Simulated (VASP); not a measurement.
# ZnSe (NiAs type) (P6_3/mmc) in VASP: notebook

The runs below take ZnSe (NiAs type) through single point, with PBE.

All numbers are computed with VASP 6.6.1; they aren't measurements. Logs are shortened: lines on timing, memory, paths and dates and some standing lists are left out, and cuts for length are marked.

## 1. The cell of the first run

The structure is hexagonal, space group P6_3/mmc (No. 194). Conventional cell: a = 3.032 Å, b = 3.032 Å, c = 5.393 Å, α = 90.00°, β = 90.00°, γ = 120.00°. Zn (site symmetry -3m) has 6 Se at 2.21 Å and 2 Zn at 2.70 Å within 2.9 Å. Se (site symmetry -6m2) has 6 Zn at 2.21 Å within 2.9 Å.

## 2. Single point, PBE

Contents of INCAR:

```
SYSTEM = ZnSe
  ALGO = Normal
  EDIFF = 1E-7
  ENCUT = 520
  GGA = PE
  ISIF = 2
  ISMEAR = -1
  LASPH = .True.
  LCHARG = .False.
  LREAL = .False.
  LWAVE = .False.
  NBANDS = 26
  NELM = 80
  PREC = Accurate
  SIGMA = 0.08
```

Contents of KPOINTS:

```
k-points
0
Gamma
  10 10 6
  0 0 0
```

Contents of POSCAR:

```
ZnSe
1.0
    3.0323516282      0.0000000000      0.0000000000
   -1.5161758141      2.6260935432      0.0000000000
    0.0000000000      0.0000000000      5.3931842542
Zn Se
2 2
Direct
    0.0000000000      0.0000000000      0.0000000000
    0.0000000000      0.0000000000      0.5000000000
    0.3333333333      0.6666666667      0.2500000000
    0.6666666667      0.3333333333      0.7500000000
```

Potentials or basis: VASP PAW PBE potentials, release 64 (Zn, Se).

Launch:

```bash
> cat potpaw_PBE.64/Zn/POTCAR potpaw_PBE.64/Se/POTCAR > POTCAR
> mpirun -np 1 vasp_std > vasp.out
```

OUTCAR:

```text
SYSTEM = ZnSe
   EDIFF = 1E-7
   ENCUT = 520
   GGA = PE
   ISIF = 2
   ISMEAR = -1
   LASPH = .True.
   LREAL = .False.
   NELM = 80
   PREC = Accurate

 ion  position               nearest neighbor table
   1  0.000  0.000  0.000-   3 2.21   4 2.21   3 2.21   4 2.21   4 2.21   3 2.21   2 2.70   2 2.70

   2  0.000  0.000  0.500-   3 2.21   4 2.21   3 2.21   4 2.21   4 2.21   3 2.21   1 2.70   1 2.70

   3  0.333  0.667  0.250-   1 2.21   2 2.21   1 2.21   2 2.21   1 2.21   2 2.21
   4  0.667  0.333  0.750-   1 2.21   2 2.21   1 2.21   2 2.21   1 2.21   2 2.21

  LATTYP: Found a hexagonal cell.
 ALAT       =     3.0323516282
 C/A-ratio  =     1.7785484388

  Lattice vectors:

 A1 = (   3.0323516282,   0.0000000000,   0.0000000000)
 A2 = (  -1.5161758141,   2.6260935432,   0.0000000000)
 A3 = (   0.0000000000,   0.0000000000,   5.3931842542)

Analysis of symmetry for initial positions (statically):
=====================================================================
 Subroutine PRICEL returns:
 Original cell was already a primitive cell.

 Routine SETGRP: Setting up the symmetry group for a
 hexagonal supercell.

 Subroutine GETGRP returns: Found 24 space group operations
 (whereof 12 operations were pure point group operations)
 out of a pool of 24 trial point group operations.

The static configuration has the point symmetry D_3d.
 The point group associated with its full space group is D_6h.

Analysis of symmetry for dynamics (positions and initial velocities):
=====================================================================
 Subroutine PRICEL returns:
 Original cell was already a primitive cell.

 Routine SETGRP: Setting up the symmetry group for a
 hexagonal supercell.

 Subroutine GETGRP returns: Found 24 space group operations
 (whereof 12 operations were pure point group operations)
 out of a pool of 24 trial point group operations.

The dynamic configuration has the point symmetry D_3d.
 The point group associated with its full space group is D_6h.

 Subroutine INISYM returns: Found 24 space group operations
 (whereof 12 operations are pure point group operations),
 and found     1 'primitive' translations

----------------------------------------------------------------------------------------

                                     Primitive cell

  volume of cell :      42.9472

  direct lattice vectors                    reciprocal lattice vectors
     3.032351628  0.000000000  0.000000000     0.329777058  0.190396873  0.000000000
    -1.516175814  2.626093543  0.000000000     0.000000000  0.380793747  0.000000000
     0.000000000  0.000000000  5.393184254     0.000000000  0.000000000  0.185419217

  length of vectors
     3.032351628  3.032351628  5.393184254     0.380793747  0.380793747  0.185419217

  position of ions in fractional coordinates (direct lattice)
     0.000000000  0.000000000  0.000000000
     0.000000000  0.000000000  0.500000000
     0.333333333  0.666666667  0.250000000
     0.666666667  0.333333333  0.750000000

  ion indices of the primitive-cell ions
   primitive index   ion index
                 1           1
                 2           2
                 3           3
                 4           4

----------------------------------------------------------------------------------------

 KPOINTS: k-points

Automatic generation of k-mesh.
 Grid dimensions read from file:
 generate k-points for:   10   10    6

 Generating k-lattice:

  Cartesian coordinates                     Fractional coordinates (reciprocal lattice)
     0.032977706  0.019039687  0.000000000     0.100000000  0.000000000  0.000000000
     0.000000000  0.038079375  0.000000000     0.000000000  0.100000000  0.000000000
     0.000000000  0.000000000  0.030903203     0.000000000  0.000000000  0.166666667

  Length of vectors
     0.038079375  0.038079375  0.030903203

  Shift w.r.t. Gamma in fractional coordinates (k-lattice)
     0.000000000  0.000000000  0.000000000

 Subroutine IBZKPT returns following result:
 ===========================================

 Found     56 irreducible k-points:

 Following reciprocal coordinates:
            Coordinates               Weight
  0.000000  0.000000  0.000000      1.000000
  0.100000  0.000000  0.000000      6.000000
  0.200000  0.000000  0.000000      6.000000
  0.300000  0.000000  0.000000      6.000000
  0.400000  0.000000  0.000000      6.000000
  0.500000  0.000000  0.000000      3.000000
[... 16 lines left out ...]
  0.300000  0.100000  0.166667     24.000000
  0.400000  0.100000  0.166667     24.000000
 [... further k-points ...]
   k-points           NKPTS =     56   k-points in BZ     NKDIM =     56   number of bands    NBANDS=     26
   number of dos      NEDOS =    301   number of ions     NIONS =      4
   total plane-waves  NPLWV =  23040
   dimension x,y,z NGX =    24 NGY =   24 NGZ =   40
   dimension x,y,z NGXF=    48 NGYF=   48 NGZF=   80
   ions per type =               2   2
   NGX,Y,Z   is equivalent  to a cutoff of  13.16, 13.16, 12.33 a.u.
   NGXF,Y,Z  is equivalent  to a cutoff of  26.32, 26.32, 24.66 a.u.
 SYSTEM =  ZnSe
   PREC   = accura    normal or accurate (medium, high low for compatibility)
   ISTART =      0    job   : 0-new  1-cont  2-samecut
   ICHARG =      2    charge: 1-file 2-atom 10-const
   ISPIN  =      1    spin polarized calculation?
   LNONCOLLINEAR =      F non collinear calculations
   LSORBIT =      F    spin-orbit coupling
   LASPH  =      T    aspherical Exc in radial PAW
   ENCUT  =  520.0 eV  38.22 Ry    6.18 a.u.   5.64  5.64 10.03*2*pi/ulx,y,z
   NELM   =     80;   NELMIN=  2; NELMDL= -5     # of ELM steps
   EDIFF  = 0.1E-06   stopping-criterion for ELM
   LREAL  =      F    real-space projection
   EDIFFG = 0.1E-05   stopping-criterion for IOM
   NSW    =      0    number of steps for IOM
   IBRION =     -1    ionic relax: 0-MD 1-quasi-New 2-CG
   NFREE  =      0    steps in history (QN), initial steepest desc. (CG)
   ISIF   =      2    stress and relaxation
   ISYM   =      2    0-nonsym 1-usesym 2-fastsym
   POTIM  = 0.5000    time-step for ionic-motion
   TEBEG  =    0.0;   TEEND  =   0.0 temperature during run
   PSTRESS=    0.0 pullay stress
   NELECT =      36.0000    total number of electrons
   NUPDOWN=      -1.0000    fix difference up-down
   EMIN   =  10.00;   EMAX   =-10.00  energy-range for DOS
   EFERMI =   0.00;   METHOD = LEGACY
   ISMEAR =    -1;   SIGMA  =   0.08  broadening in eV -4-tet -1-fermi 0-gaus
   EFERMI_NEDOS =   21; number of points for ismear=-14 and -15
   IALGO  =     38    algorithm
   IMIX   =      4    mixing-type and parameters
     AMIX     =   0.40;   BMIX     =  1.00
     AMIX_MAG =   1.60;   BMIX_MAG =  1.00
  volume/ion in A,a.u.               =      10.74        72.46
  Fermi-wavevector in a.u.,A,eV,Ry     =   1.543585  2.916953 32.418001  2.382656
  Thomas-Fermi vector in A             =   2.649227
   LORBIT       =      0    0 simple, 1 ext, 2 COOP (PROOUT), +10 PAW based schemes
   GGA     = PE    functional components
   LHFCALC =     F    Hartree Fock is set to
   AEXX    =    0.0000 exact exchange contribution
   IVDW    =     0    specifies the selected vdW correction
   LEPSILON=     F    determine dielectric tensor
   LRPA    =     F    only Hartree local field effects (RPA)
 non-spin polarized calculation
  energy-cutoff  :      520.00
  volume of cell :       42.95
 maximum number of plane-waves:      1178
 NGX is ok and might be reduce to    24
   NGX = 11   NGY = 11   NGZ = 21

 number of electron      36.0000043 magnetization

 Free energy of the ion-electron system (eV)
  ---------------------------------------------------
  ext. energy  EPLUGINS =         0.00000000
  ---------------------------------------------------
  free energy    TOTEN  =        -0.29232853 eV

  energy without entropy =       -0.28167969  energy(sigma->0) =       -0.28700411

 E-fermi :  11.1622     XC(G=0): -13.4791

 val. band max:       11.1120541235   @ k =   0.2000   0.0000   0.1667
 cond. band min:      11.1770244713   @ k =   0.3000   0.0000   0.0000
 fundamental gap:      0.0649703479
 Fermi energy:        11.1621706990

 k-point     1 :       0.0000    0.0000    0.0000
  band No.  band energies     occupation
      1      -9.3939      2.00000
      2      -6.1943      2.00000
      3      -2.0822      2.00000
      4       0.6611      2.00000
      5       0.6611      2.00000
      6       0.7660      2.00000
[... 18 lines left out ...]
     25      20.5882      0.00000
     26      20.9597      0.00000

 k-point     2 :       0.1000    0.0000    0.0000
  band No.  band energies     occupation
      1      -9.1916      2.00000
      2      -6.0797      2.00000
      3      -1.8683      2.00000
      4       0.6541      2.00000
      5       0.6808      2.00000
      6       0.7746      2.00000
[... 18 lines left out ...]
     25      19.2978      0.00000
     26      19.7729      0.00000

 k-point     3 :       0.2000    0.0000    0.0000
  band No.  band energies     occupation
      1      -8.5951      2.00000
      2      -5.7633      2.00000
      3      -1.2538      2.00000
      4       0.6227      2.00000
      5       0.6978      2.00000
      6       0.7527      2.00000
[... 18 lines left out ...]
     25      20.0184      0.00000
     26      20.0345      0.00000

 k-point     4 :       0.3000    0.0000    0.0000
  band No.  band energies     occupation
      1      -7.6448      2.00000
      2      -5.3452      2.00000
      3      -0.3919      2.00000
      4       0.2155      2.00000
      5       0.6507      2.00000
      6       0.6829      2.00000
[... 18 lines left out ...]
     25      22.2783      0.00000
     26      22.7626      0.00000

 k-point     5 :       0.4000    0.0000    0.0000
  band No.  band energies     occupation
      1      -6.4578      2.00000
      2      -5.0665      2.00000
      3      -0.9384      2.00000
      4       0.0984      2.00000
      5       0.5760      2.00000
      6       0.7606      2.00000
[... 18 lines left out ...]
     25      22.7002      0.00000
     26      22.9523      0.00000

 k-point     6 :       0.5000    0.0000    0.0000
  band No.  band energies     occupation
      1      -5.3996      2.00000
      2      -5.3918      2.00000
      3      -1.6372      2.00000
      4       0.1361      2.00000
      5       0.5425      2.00000
      6       0.8338      2.00000
[... 427 lines left out ...]
 k-point    21 :       0.1000    0.1000    0.1667
  band No.  band energies     occupation
      1      -8.6664      2.00000
      2      -6.2198      2.00000
      3      -1.0423      2.00000
      4       0.7045      2.00000
      5       0.7158      2.00000
      6       0.8123      2.00000
[... 18 lines left out ...]
     25      19.7104      0.00000
     26      20.2991      0.00000

 k-point    22 :       0.2000    0.1000    0.1667
  band No.  band energies     occupation
      1      -7.8998      2.00000
      2      -5.7602      2.00000
      3      -0.5268      2.00000
      4       0.5049      2.00000
      5       0.6533      2.00000
      6       0.8152      2.00000
[... 18 lines left out ...]
     25      20.7059      0.00000
     26      21.5175      0.00000

 k-point    23 :       0.3000    0.1000    0.1667
  band No.  band energies     occupation
      1      -6.8379      2.00000
      2      -5.2638      2.00000
      3      -0.2934      2.00000
      4      -0.0972      2.00000
      5       0.5302      2.00000
      6       0.7700      2.00000
[... 18 lines left out ...]
     25      22.0534      0.00000
     26      22.7901      0.00000

 k-point    24 :       0.4000    0.1000    0.1667
  band No.  band energies     occupation
      1      -5.7097      2.00000
      2      -5.0905      2.00000
      3      -1.3015      2.00000
      4       0.0012      2.00000
      5       0.4431      2.00000
      6       0.7794      2.00000
[... 18 lines left out ...]
     25      23.0924      0.00000
     26      23.7917      0.00000

 [... further k-points ...]
[... 5 lines left out ...]
  --------------------------------------------------------------------------------------
  -------------------------------------------------------------------------------------
  Total       44.1678678     44.1678678     44.2440679      0.0000000      0.0000000     -0.0000000
  in kB     1647.7146643   1647.7146643   1650.5573629      0.0000000      0.0000000     -0.0000000
  external PRESSURE =    1648.6622305 kB  Pullay stress =       0.0000000 kB

 VOLUME and BASIS-vectors are now :
 -----------------------------------------------------------------------------
  energy-cutoff  :      520.00
  volume of cell :       42.95
      direct lattice vectors                 reciprocal lattice vectors
     3.032351628  0.000000000  0.000000000     0.329777058  0.190396873  0.000000000
    -1.516175814  2.626093543  0.000000000     0.000000000  0.380793747  0.000000000
     0.000000000  0.000000000  5.393184254     0.000000000  0.000000000  0.185419217

 POSITION                                       TOTAL-FORCE (eV/Angst)
 -----------------------------------------------------------------------------------
      0.00000      0.00000      0.00000        -0.000000      0.000000      0.000000
      0.00000      0.00000      2.69659        -0.000000      0.000000      0.000000
     -0.00000      1.75073      1.34830        -0.000000     -0.000000      0.000000
      1.51618      0.87536      4.04489         0.000000      0.000000     -0.000000
 -----------------------------------------------------------------------------------
    total drift:                               -0.000000      0.000000      0.000000

  FREE ENERGIE OF THE ION-ELECTRON SYSTEM (eV)
  ---------------------------------------------------
  free  energy   TOTEN  =        -0.2923285285 eV

  energy  without entropy=       -0.2816796947  energy(sigma->0) =       -0.28700411
```

Run time: 1.9 min. Hardware: 1 thread of AMD EPYC 7R13, shared host; peak memory 0.16 GiB.

Results:

```yaml
Free_energy: -0.2923 eV
Pressure: 164.9 GPa
Band_gap_on_the_k_mesh: zero (band 18 reaches 11.54 eV, above the bottom of band 19 at 9.45 eV)
```

Stress tensor (GPa, compression positive):
```
164.77   0.00   0.00
  0.00 164.77   0.00
  0.00   0.00 165.06
```

## 3. Single point, PBE (volume scaled by 0.55, source ansatz)

Contents of INCAR:

```
PREC = Accurate
ENCUT = 520
EDIFF = 1E-6
ISMEAR = -1
SIGMA = 0.08
LREAL = F
LASPH = T
NELM = 80
ALGO = Normal
ISIF = 2
LWAVE = F
LCHARG = T
GGA = PE
LELF = T
LVHAR = T
NBANDS = 26
```

Contents of KPOINTS:

```
Automatic mesh
0
Gamma
  10 10 6
```

POSCAR is that of step 2.

Potentials or basis: VASP PAW PBE potentials, release 64 (Zn, Se).

Launch:

```bash
> cat potpaw_PBE.64/Zn/POTCAR potpaw_PBE.64/Se/POTCAR > POTCAR
> mpirun -np 1 vasp_std > vasp.out
```

Run time: 95 s. Hardware: 1 thread of AMD EPYC 7R13, shared host; peak memory 0.17 GiB.

Results (log left out):

| Item | Value |
| --- | --- |
| Free energy | -0.2923 eV |
| Pressure | 164.8 GPa |
| Band gap on the k mesh | zero (band 18 reaches 11.54 eV, above the bottom of band 19 at 9.45 eV) |

Stress tensor (GPa, compression positive):
```
164.73   0.00   0.00
  0.00 164.73   0.00
  0.00   0.00 165.01
```

Levels at points of the mesh, in eV from the Fermi level:
```
           k point  band 15  band 16  band 17  band 18  band 19  band 20  band 21  band 22
(0.00, 0.00, 0.00)    -1.11    -1.11     0.32     0.32     4.02     4.97     6.09     6.09
(0.50, 0.00, 0.00)    -6.55    -5.17    -4.58    -0.23     2.22     3.07     3.14     4.10
(0.00, 0.00, 0.50)    -0.27    -0.27    -0.27    -0.27     5.26     5.26     6.32     6.32
(0.50, 0.00, 0.50)    -3.21    -3.21    -3.19    -3.19     0.44     0.44     3.22     3.22
```

Caveat: the cell differs from its parent crystal (volume scaled by 0.55, source ansatz).

## 4. Single point, PBE

This run uses another cell than the first one, of 12.49 Å³/atom, 1.164 times its volume.

Contents of INCAR:

```
PREC = Accurate
ENCUT = 520
EDIFF = 1E-7
ISMEAR = -1
SIGMA = 0.08
LREAL = F
LASPH = T
NELM = 60
ALGO = Normal
ISIF = 2
LWAVE = F
LCHARG = F
GGA = PE
NBANDS = 26
```

KPOINTS is that of step 3.

Contents of POSCAR:

```
ZnSe
1.0
    3.2291515499      0.0000000000      0.0000000000
   -1.6145757750      2.7965272749      0.0000000000
    0.0000000000      0.0000000000      5.5340720278
Zn Se
2 2
Direct
    0.0000000000      0.0000000000      0.0000000000
    0.0000000000      0.0000000000      0.5000000000
    0.3333333333      0.6666666667      0.2500000000
    0.6666666667      0.3333333333      0.7500000000
```

Launch:

```bash
> cat potpaw_PBE.64/Zn/POTCAR potpaw_PBE.64/Se/POTCAR > POTCAR
> mpirun -np 1 vasp_std > vasp.out
```

It took 1.8 min on 1 thread of AMD EPYC 7R13, shared host; peak memory 0.18 GiB.

Results (log left out):

* Free energy: -5.6507 eV
* Pressure: 87.8 GPa
* Band gap on the k mesh: zero (band 18 reaches 8.75 eV, above the bottom of band 19 at 7.46 eV)

Stress tensor (GPa, compression positive):
```
87.76  0.00  0.00
 0.00 87.76  0.00
 0.00  0.00 87.91
```

Levels at points of the mesh, in eV from the Fermi level:
| k point | band 16 | band 17 | band 18 | band 19 | band 20 | band 21 |
| --- | --- | --- | --- | --- | --- | --- |
| (0.00, 0.00, 0.00) | -1.10 | 0.05 | 0.05 | 3.57 | 3.85 | 6.08 |
| (0.50, 0.00, 0.00) | -4.44 | -3.84 | -0.20 | 2.42 | 2.86 | 3.29 |
| (0.00, 0.00, 0.50) | -0.42 | -0.42 | -0.42 | 4.67 | 4.67 | 6.20 |
| (0.50, 0.00, 0.50) | -2.73 | -2.67 | -2.67 | 0.99 | 0.99 | 3.80 |
